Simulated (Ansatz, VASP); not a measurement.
## Cr3Ni: VASP beside Ansatz

```
Cr Ni
1.0
     0.00000    2.87993    2.87993
     2.87993    0.00000    2.87993
     2.87993    2.87993    0.00000
Cr Ni
3 1
Cartesian
  4.3199 4.3199 4.3199
  1.4400 1.4400 1.4400
  2.8799 2.8799 2.8799
  0.0000 0.0000 0.0000
```

Alike in both runs: task single point; functional LDA; k mesh 6 × 6 × 6; occupations fermi-dirac, width 0.05 eV; collinear spin.

```csv
,VASP,Ansatz
version,VASP 6.6.1,Ansatz 0.2.0
potentials or method,"VASP PAW LDA potentials, release 64 (Cr_pv, Ni)","plane waves, PAW"
plane-wave cutoff (eV),600,420
valence electrons in the cell,46,60
```

```tsv
	VASP	Ansatz	Ansatz less VASP
gap on the k mesh at the Fermi level (eV)	none	none	-
pressure (GPa)	-20.0	-19.0	+1.03
net moment per atom (μB)	0.65	0.72	+0.066
size of the moment on the site where the two differ most (μB)	0.65	0.74	+0.087
```

LDA's correlation is that of Perdew and Zunger in VASP and of Perdew and Wang (1992) in Ansatz. Site moments also hang on the region over which each program counts them. A gap of «none» marks a metal or a gap that the smearing closes. VASP's potentials hold 46 valence electrons a cell and Ansatz's 60, so a difference there can come from the potentials and not from the codes. Ansatz's warnings: seeded moment not kept.
